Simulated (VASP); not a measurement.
# HfN (F-43m) in VASP: further runs

Runs on HfN. Level: PBEsol. Tasks: single point.

All numbers are computed with VASP 6.6.1; they aren't measurements. Logs are shortened: lines on timing, memory, paths and dates and some standing lists are left out, and cuts for length are marked.

## Step 1: The cell of the first run

The structure is cubic, space group F-43m (No. 216). The conventional cell has a = 4.809 Å, b = 4.809 Å, c = 4.809 Å, α = 90.00°, β = 90.00°, γ = 90.00°. Within 2.8 Å of Hf (site symmetry -43m) lie 4 N at 2.08 Å. Within 2.8 Å of N (site symmetry -43m) lie 4 Hf at 2.08 Å.

## Step 2: Single point, PBEsol

INCAR reads:

```
PREC = Accurate ; ENCUT = 520
EDIFF = 1E-7 ; ISMEAR = 1
SIGMA = 0.02 ; LREAL = F
LASPH = T ; NELM = 100
ALGO = Normal ; ISIF = 2
LWAVE = F ; LCHARG = F
GGA = PS ; NBANDS = 14
```

KPOINTS reads:

```
Automatic mesh
0
Gamma
  10 10 10
```

POSCAR reads:

```
HfN
1.0
    0.0000000000      2.4047095306      2.4047095306
    2.4047095306      0.0000000000      2.4047095306
    2.4047095306      2.4047095306      0.0000000000
Hf N
1 1
Direct
    0.0000000000      0.0000000000      0.0000000000
    0.7500000000      0.7500000000      0.7500000000
```

Potentials or basis: VASP PAW PBE potentials, release 64 (Hf_pv, N).

The run is started by

```
cat potpaw_PBE.64/Hf_pv/POTCAR potpaw_PBE.64/N/POTCAR > POTCAR
mpirun -np 1 vasp_std > vasp.out
```

OUTCAR:

```text
PREC = Accurate
   ENCUT = 520
   EDIFF = 1E-7
   ISMEAR = 1
   LREAL = F
   LASPH = T
   NELM = 100
   ISIF = 2
   GGA = PS

 ion  position               nearest neighbor table
   1  0.000  0.000  0.000-   2 2.08   2 2.08   2 2.08   2 2.08
   2  0.750  0.750  0.750-   1 2.08   1 2.08   1 2.08   1 2.08

  LATTYP: Found a face centered cubic cell.
 ALAT       =     4.8094190612

  Lattice vectors:

 A1 = (   0.0000000000,   2.4047095306,   2.4047095306)
 A2 = (   2.4047095306,   0.0000000000,   2.4047095306)
 A3 = (   2.4047095306,   2.4047095306,   0.0000000000)

Analysis of symmetry for initial positions (statically):
=====================================================================
 Subroutine PRICEL returns:
 Original cell was already a primitive cell.

 Routine SETGRP: Setting up the symmetry group for a
 face centered cubic supercell.

 Subroutine GETGRP returns: Found 24 space group operations
 (whereof 24 operations were pure point group operations)
 out of a pool of 48 trial point group operations.

The static configuration has the point symmetry T_d .

Analysis of symmetry for dynamics (positions and initial velocities):
=====================================================================
 Subroutine PRICEL returns:
 Original cell was already a primitive cell.

 Routine SETGRP: Setting up the symmetry group for a
 face centered cubic supercell.

 Subroutine GETGRP returns: Found 24 space group operations
 (whereof 24 operations were pure point group operations)
 out of a pool of 48 trial point group operations.

The dynamic configuration has the point symmetry T_d .

 Subroutine INISYM returns: Found 24 space group operations
 (whereof 24 operations are pure point group operations),
 and found     1 'primitive' translations

----------------------------------------------------------------------------------------

                                     Primitive cell

  volume of cell :      27.8111

  direct lattice vectors                    reciprocal lattice vectors
     0.000000000  2.404709531  2.404709531    -0.207925321  0.207925321  0.207925321
     2.404709531  0.000000000  2.404709531     0.207925321 -0.207925321  0.207925321
     2.404709531  2.404709531  0.000000000     0.207925321  0.207925321 -0.207925321

  length of vectors
     3.400772832  3.400772832  3.400772832     0.360137219  0.360137219  0.360137219

  position of ions in fractional coordinates (direct lattice)
     0.000000000  0.000000000  0.000000000
     0.750000000  0.750000000  0.750000000

  ion indices of the primitive-cell ions
   primitive index   ion index
                 1           1
                 2           2

----------------------------------------------------------------------------------------

 KPOINTS: Automatic mesh

Automatic generation of k-mesh.
 Grid dimensions read from file:
 generate k-points for:   10   10   10

 Generating k-lattice:

  Cartesian coordinates                     Fractional coordinates (reciprocal lattice)
    -0.020792532  0.020792532  0.020792532     0.100000000  0.000000000  0.000000000
     0.020792532 -0.020792532  0.020792532     0.000000000  0.100000000  0.000000000
     0.020792532  0.020792532 -0.020792532     0.000000000  0.000000000  0.100000000

  Length of vectors
     0.036013722  0.036013722  0.036013722

  Shift w.r.t. Gamma in fractional coordinates (k-lattice)
     0.000000000  0.000000000  0.000000000

 Subroutine IBZKPT returns following result:
 ===========================================

 Found     47 irreducible k-points:

 Following reciprocal coordinates:
            Coordinates               Weight
  0.000000  0.000000  0.000000      1.000000
  0.100000  0.000000  0.000000      8.000000
  0.200000  0.000000  0.000000      8.000000
  0.300000  0.000000  0.000000      8.000000
  0.400000  0.000000  0.000000      8.000000
  0.500000  0.000000  0.000000      4.000000
[... 16 lines left out ...]
  0.300000  0.300000  0.000000      6.000000
  0.400000  0.300000  0.000000     24.000000
 [... further k-points ...]
   k-points           NKPTS =     47   k-points in BZ     NKDIM =     47   number of bands    NBANDS=     14
   number of dos      NEDOS =    301   number of ions     NIONS =      2
   total plane-waves  NPLWV =  21952
   dimension x,y,z NGX =    28 NGY =   28 NGZ =   28
   dimension x,y,z NGXF=    56 NGYF=   56 NGZF=   56
   ions per type =               1   1
   NGX,Y,Z   is equivalent  to a cutoff of  13.69, 13.69, 13.69 a.u.
   NGXF,Y,Z  is equivalent  to a cutoff of  27.38, 27.38, 27.38 a.u.
 SYSTEM =  unknown system
   PREC   = accura    normal or accurate (medium, high low for compatibility)
   ISTART =      0    job   : 0-new  1-cont  2-samecut
   ICHARG =      2    charge: 1-file 2-atom 10-const
   ISPIN  =      1    spin polarized calculation?
   LNONCOLLINEAR =      F non collinear calculations
   LSORBIT =      F    spin-orbit coupling
   LASPH  =      T    aspherical Exc in radial PAW
   ENCUT  =  520.0 eV  38.22 Ry    6.18 a.u.   6.32  6.32  6.32*2*pi/ulx,y,z
   NELM   =    100;   NELMIN=  2; NELMDL= -5     # of ELM steps
   EDIFF  = 0.1E-06   stopping-criterion for ELM
   LREAL  =      F    real-space projection
   EDIFFG = 0.1E-05   stopping-criterion for IOM
   NSW    =      0    number of steps for IOM
   IBRION =     -1    ionic relax: 0-MD 1-quasi-New 2-CG
   NFREE  =      0    steps in history (QN), initial steepest desc. (CG)
   ISIF   =      2    stress and relaxation
   ISYM   =      2    0-nonsym 1-usesym 2-fastsym
   POTIM  = 0.5000    time-step for ionic-motion
   TEBEG  =    0.0;   TEEND  =   0.0 temperature during run
   PSTRESS=    0.0 pullay stress
   NELECT =      15.0000    total number of electrons
   NUPDOWN=      -1.0000    fix difference up-down
   EMIN   =  10.00;   EMAX   =-10.00  energy-range for DOS
   EFERMI =   0.00;   METHOD = LEGACY
   ISMEAR =     1;   SIGMA  =   0.02  broadening in eV -4-tet -1-fermi 0-gaus
   EFERMI_NEDOS =   21; number of points for ismear=-14 and -15
   IALGO  =     38    algorithm
   IMIX   =      4    mixing-type and parameters
     AMIX     =   0.40;   BMIX     =  1.00
     AMIX_MAG =   1.60;   BMIX_MAG =  1.00
  volume/ion in A,a.u.               =      13.91        93.84
  Fermi-wavevector in a.u.,A,eV,Ry     =   1.332598  2.518246 24.161478  1.775819
  Thomas-Fermi vector in A             =   2.461521
   LORBIT       =      0    0 simple, 1 ext, 2 COOP (PROOUT), +10 PAW based schemes
   GGA     = PS    functional components
   LHFCALC =     F    Hartree Fock is set to
   AEXX    =    0.0000 exact exchange contribution
   IVDW    =     0    specifies the selected vdW correction
   LEPSILON=     F    determine dielectric tensor
   LRPA    =     F    only Hartree local field effects (RPA)
 non-spin polarized calculation
 Methfessel and Paxton  Order N= 1 SIGMA  =   0.02
  energy-cutoff  :      520.00
  volume of cell :       27.81
 maximum number of plane-waves:       763
 NGX is ok and might be reduce to    28
   NGX = 13   NGY = 13   NGZ = 13

 number of electron      15.0000001 magnetization

 Free energy of the ion-electron system (eV)
  ---------------------------------------------------
  ext. energy  EPLUGINS =         0.00000000
  ---------------------------------------------------
  free energy    TOTEN  =       -22.25072074 eV

  energy without entropy =      -22.25073093  energy(sigma->0) =      -22.25072413

 E-fermi :   6.0428     XC(G=0): -11.6943

 val. band max:        6.0140329430   @ k =   0.3000   0.2000   0.0000
 cond. band min:       6.0449351250   @ k =   0.1000   0.0000   0.0000
 fundamental gap:      0.0309021820
 Fermi energy:         6.0427691755

 k-point     1 :       0.0000    0.0000    0.0000
  band No.  band energies     occupation
      1     -24.7466      2.00000
      2     -24.7466      2.00000
      3     -24.7466      2.00000
      4     -10.3339      2.00000
      5       0.3369      2.00000
      6       0.3369      2.00000
      7       0.3369      2.00000
      8       5.5014      2.00000
      9       8.4369      0.00000
     10       8.4369      0.00000
     11      13.0749      0.00000
     12      13.0749      0.00000
     13      13.0749      0.00000
     14      18.6895      0.00000

 k-point     2 :       0.1000    0.0000    0.0000
  band No.  band energies     occupation
      1     -24.8086      2.00000
      2     -24.7544      2.00000
      3     -24.7544      2.00000
      4     -10.1966      2.00000
      5       0.1265      2.00000
      6       0.4164      2.00000
      7       0.4164      2.00000
      8       6.0449      0.81789
      9       8.2552      0.00000
     10       8.2552      0.00000
     11      12.7973      0.00000
     12      13.3532      0.00000
     13      13.3532      0.00000
     14      18.3757      0.00000

 k-point     3 :       0.2000    0.0000    0.0000
  band No.  band energies     occupation
      1     -24.9666      2.00000
      2     -24.7746      2.00000
      3     -24.7746      2.00000
      4      -9.8530      2.00000
      5      -0.1829      2.00000
      6       0.6107      2.00000
      7       0.6107      2.00000
      8       7.2015      0.00000
      9       8.0056      0.00000
     10       8.0057      0.00000
     11      12.2809      0.00000
     12      13.6731      0.00000
     13      13.6731      0.00000
     14      16.0748      0.00000
[... 324 lines left out ...]
 k-point    23 :       0.3000    0.3000    0.0000
  band No.  band energies     occupation
      1     -25.1556      2.00000
      2     -24.8810      2.00000
      3     -24.8810      2.00000
      4      -9.1659      2.00000
      5      -1.0228      2.00000
      6       1.5383      2.00000
      7       1.5383      2.00000
      8       5.3422      2.00000
      9       9.4015      0.00000
     10       9.6181      0.00000
     11      12.5234      0.00000
     12      12.5234      0.00000
     13      13.0474      0.00000
     14      18.3629      0.00000

 k-point    24 :       0.4000    0.3000    0.0000
  band No.  band energies     occupation
      1     -25.2374      2.00000
      2     -24.9229      2.00000
      3     -24.9042      2.00000
      4      -8.9377      2.00000
      5      -0.9811      2.00000
      6       1.7341      2.00000
      7       1.8064      2.00000
      8       5.2454      2.00000
      9       9.0102      0.00000
     10       9.8419      0.00000
     11      11.9659      0.00000
     12      12.4149      0.00000
     13      13.5893      0.00000
     14      17.6710      0.00000

 [... further k-points ...]

------------------------ aborting loop because EDIFF is reached ----------------------------------------

  FORCE on cell =-STRESS in cart. coord.  units (eV):
  Direction    XX          YY          ZZ          XY          YZ          ZX
  --------------------------------------------------------------------------------------
  -------------------------------------------------------------------------------------
  Total        1.2012396      1.2012396      1.2012396      0.0000000      0.0000000     -0.0000000
  in kB       69.2025887     69.2025887     69.2025887      0.0000000      0.0000000     -0.0000000
  external PRESSURE =      69.2025887 kB  Pullay stress =       0.0000000 kB

 VOLUME and BASIS-vectors are now :
 -----------------------------------------------------------------------------
  energy-cutoff  :      520.00
  volume of cell :       27.81
      direct lattice vectors                 reciprocal lattice vectors
     0.000000000  2.404709531  2.404709531    -0.207925321  0.207925321  0.207925321
     2.404709531  0.000000000  2.404709531     0.207925321 -0.207925321  0.207925321
     2.404709531  2.404709531  0.000000000     0.207925321  0.207925321 -0.207925321

 POSITION                                       TOTAL-FORCE (eV/Angst)
 -----------------------------------------------------------------------------------
      0.00000      0.00000      0.00000        -0.000000     -0.000000     -0.000000
      3.60706      3.60706      3.60706         0.000000      0.000000      0.000000
 -----------------------------------------------------------------------------------
    total drift:                                0.000000      0.000000      0.000000

  FREE ENERGIE OF THE ION-ELECTRON SYSTEM (eV)
  ---------------------------------------------------
  free  energy   TOTEN  =       -22.2507207358 eV

  energy  without entropy=      -22.2507309326  energy(sigma->0) =      -22.25072413
```

It took 16 s on 1 thread of Intel Xeon Platinum 8488C (Sapphire Rapids), shared host; peak memory 0.16 GiB.

What came out:

```yaml
Free_energy: -22.2507 eV
Pressure: 6.9 GPa
```

Levels at points of the mesh, in eV from the Fermi level:
| k point | band 5 | band 6 | band 7 | band 8 | band 9 | band 10 |
| --- | --- | --- | --- | --- | --- | --- |
| (0.00, 0.00, 0.00) | -5.71 | -5.71 | -5.71 | -0.54 | 2.39 | 2.39 |
| (0.50, 0.00, 0.00) | -5.80 | -5.06 | -5.06 | 1.70 | 2.94 | 2.94 |
| (0.50, 0.50, 0.00) | -7.23 | -3.62 | -3.62 | -1.13 | 2.37 | 4.38 |

Caveat: the PAW data sets were made with another functional, which shifts forces and pressure a little; spin-orbit coupling is left out, which moves the levels of the heavy elements.

## Step 3: Single point, PBEsol

This run uses another cell than the first one, of 14.35 Å³/atom, 1.032 times its volume.

INCAR reads:

```
PREC = Accurate ; ENCUT = 520
EDIFF = 1E-6 ; ISMEAR = 1
SIGMA = 0.02 ; LREAL = F
LASPH = T ; NELM = 60
ALGO = Normal ; ISIF = 2
LWAVE = F ; LCHARG = T
GGA = PS ; LELF = T
LVHAR = T ; NBANDS = 14
```

KPOINTS reads:

```
regular mesh
0
Gamma
  10 10 10
```

POSCAR reads:

```
HfN
1.0
    0.0000000000      2.4300241228      2.4300241228
    2.4300241228      0.0000000000      2.4300241228
    2.4300241228      2.4300241228      0.0000000000
Hf N
1 1
Direct
    0.0000000000      0.0000000000      0.0000000000
    0.7500000000      0.7500000000      0.7500000000
```

Potentials or basis: VASP PAW PBE potentials, release 64 (Hf_pv, N).

The run is started by

```
cat potpaw_PBE.64/Hf_pv/POTCAR potpaw_PBE.64/N/POTCAR > POTCAR
mpirun -np 1 vasp_std > vasp.out
```

OUTCAR:

```text
PREC = Accurate
   ENCUT = 520
   EDIFF = 1E-6
   ISMEAR = 1
   LREAL = F
   LASPH = T
   NELM = 60
   ISIF = 2
   GGA = PS

 ion  position               nearest neighbor table
   1  0.000  0.000  0.000-   2 2.10   2 2.10   2 2.10   2 2.10
   2  0.750  0.750  0.750-   1 2.10   1 2.10   1 2.10   1 2.10

  LATTYP: Found a face centered cubic cell.
 ALAT       =     4.8600482456

  Lattice vectors:

 A1 = (   0.0000000000,   2.4300241228,   2.4300241228)
 A2 = (   2.4300241228,   0.0000000000,   2.4300241228)
 A3 = (   2.4300241228,   2.4300241228,   0.0000000000)

Analysis of symmetry for initial positions (statically):
=====================================================================
 Subroutine PRICEL returns:
 Original cell was already a primitive cell.

 Routine SETGRP: Setting up the symmetry group for a
 face centered cubic supercell.

 Subroutine GETGRP returns: Found 24 space group operations
 (whereof 24 operations were pure point group operations)
 out of a pool of 48 trial point group operations.

The static configuration has the point symmetry T_d .

Analysis of symmetry for dynamics (positions and initial velocities):
[... 178 lines left out ...]
     10       8.1118      0.00000
     11      12.6211      0.00000
     12      12.6211      0.00000
     13      12.6211      0.00000
     14      18.2859      0.00000
[... 377 lines left out ...]
      1     -25.5431      2.00000
      2     -25.2671      2.00000
      3     -25.2507      2.00000
      4      -9.1119      2.00000
      5      -1.0613      2.00000
      6       1.5557      2.00000
      7       1.6273      2.00000
      8       5.0264      2.00000
      9       8.6610      0.00000
     10       9.4521      0.00000
     11      11.4924      0.00000
     12      11.9199      0.00000
     13      12.9975      0.00000
     14      17.1521      0.00000

 [... further k-points ...]

------------------------ aborting loop because EDIFF is reached ----------------------------------------

  FORCE on cell =-STRESS in cart. coord.  units (eV):
  Direction    XX          YY          ZZ          XY          YZ          ZX
  --------------------------------------------------------------------------------------
  -------------------------------------------------------------------------------------
  Total        0.0072599      0.0072599      0.0072599     -0.0000000     -0.0000000     -0.0000000
  in kB        0.4053037      0.4053037      0.4053037     -0.0000000     -0.0000000     -0.0000000
  external PRESSURE =       0.4053037 kB  Pullay stress =       0.0000000 kB

 VOLUME and BASIS-vectors are now :
 -----------------------------------------------------------------------------
  energy-cutoff  :      520.00
  volume of cell :       28.70
      direct lattice vectors                 reciprocal lattice vectors
     0.000000000  2.430024123  2.430024123    -0.205759274  0.205759274  0.205759274
     2.430024123  0.000000000  2.430024123     0.205759274 -0.205759274  0.205759274
     2.430024123  2.430024123  0.000000000     0.205759274  0.205759274 -0.205759274

 POSITION                                       TOTAL-FORCE (eV/Angst)
 -----------------------------------------------------------------------------------
      0.00000      0.00000      0.00000        -0.000000     -0.000000     -0.000000
      3.64504      3.64504      3.64504         0.000000      0.000000      0.000000
 -----------------------------------------------------------------------------------
    total drift:                                0.000000      0.000000      0.000000

  FREE ENERGIE OF THE ION-ELECTRON SYSTEM (eV)
  ---------------------------------------------------
  free  energy   TOTEN  =       -22.2702851843 eV

  energy  without entropy=      -22.2702159487  energy(sigma->0) =      -22.27026211
```

OSZICAR:

```text
N       E                     dE             d eps       ncg     rms          rms(c)
DAV:   1     0.425731455966E+02    0.42573E+02   -0.76819E+03  1316   0.979E+02
DAV:   2    -0.229758226798E+02   -0.65549E+02   -0.61252E+02  1784   0.234E+02
DAV:   3    -0.255559688148E+02   -0.25801E+01   -0.25727E+01  1502   0.392E+01
DAV:   4    -0.255696622315E+02   -0.13693E-01   -0.13693E-01  1580   0.341E+00
DAV:   5    -0.255697934267E+02   -0.13120E-03   -0.13119E-03  1544   0.296E-01    0.576E+01
DAV:   6    -0.223967479775E+02    0.31730E+01   -0.11335E+01  1412   0.235E+01    0.410E+01
DAV:   7    -0.222969097969E+02    0.99838E-01   -0.64876E-01  1412   0.714E+00    0.246E+01
DAV:   8    -0.222765538059E+02    0.20356E-01   -0.87061E-02  1568   0.266E+00    0.571E+00
DAV:   9    -0.222705026700E+02    0.60511E-02   -0.17009E-02  1490   0.970E-01    0.177E+00
DAV:  10    -0.222703387147E+02    0.16396E-03   -0.16394E-03  1550   0.361E-01    0.418E-01
DAV:  11    -0.222702877388E+02    0.50976E-04   -0.14623E-04  1514   0.113E-01    0.875E-02
DAV:  12    -0.222702852647E+02    0.24740E-05   -0.22099E-05  1712   0.365E-02    0.209E-02
DAV:  13    -0.222702851843E+02    0.80398E-07   -0.74314E-07   952   0.845E-03
   1 F= -.22270285E+02 E0= -.22270262E+02  d E =-.692357E-04
```

stdout:

```text
POSCAR found type information on POSCAR HfN
 POSCAR found :  2 types and       2 ions
 scaLAPACK will be used
 -----------------------------------------------------------------------------
|                                                                             |
|                                                                             |
|     You enforced a specific xc type in the INCAR file but a different       |
|     I HOPE YOU KNOW WHAT YOU ARE DOING!                                     |
|                                                                             |
 -----------------------------------------------------------------------------

 LDA part: xc-table for (Slater+PW92), standard interpolation
 POSCAR, INCAR and KPOINTS ok, starting setup
 FFT: planning ... GRIDC
 FFT: planning ... GRID_SOFT
 FFT: planning ... GRID
 WAVECAR not read
 entering main loop
```

Wall time 16 s (1 thread of Intel Xeon Platinum 8488C (Sapphire Rapids), shared host); peak memory 0.16 GiB.

Results:

* Free energy: -22.2703 eV
* Pressure: 0.0 GPa

Levels at points of the mesh, in eV from the Fermi level:
```
           k point  band 3  band 4  band 5  band 6  band 7  band 8  band 9  band 10  band 11  band 12
(0.00, 0.00, 0.00)  -30.91  -16.22   -5.56   -5.56   -5.56   -0.62    2.32     2.32     6.83     6.83
(0.50, 0.00, 0.00)  -30.98  -15.05   -5.75   -4.94   -4.94    1.64    2.84     2.84     4.33     5.48
(0.50, 0.50, 0.00)  -31.09  -14.65   -7.05   -3.59   -3.59   -1.12    2.27     4.21     4.86     4.86
```

Caveat: the PAW data sets were made with another functional, which shifts forces and pressure a little; spin-orbit coupling is left out, which moves the levels of the heavy elements.

[end of part 1 of 2]
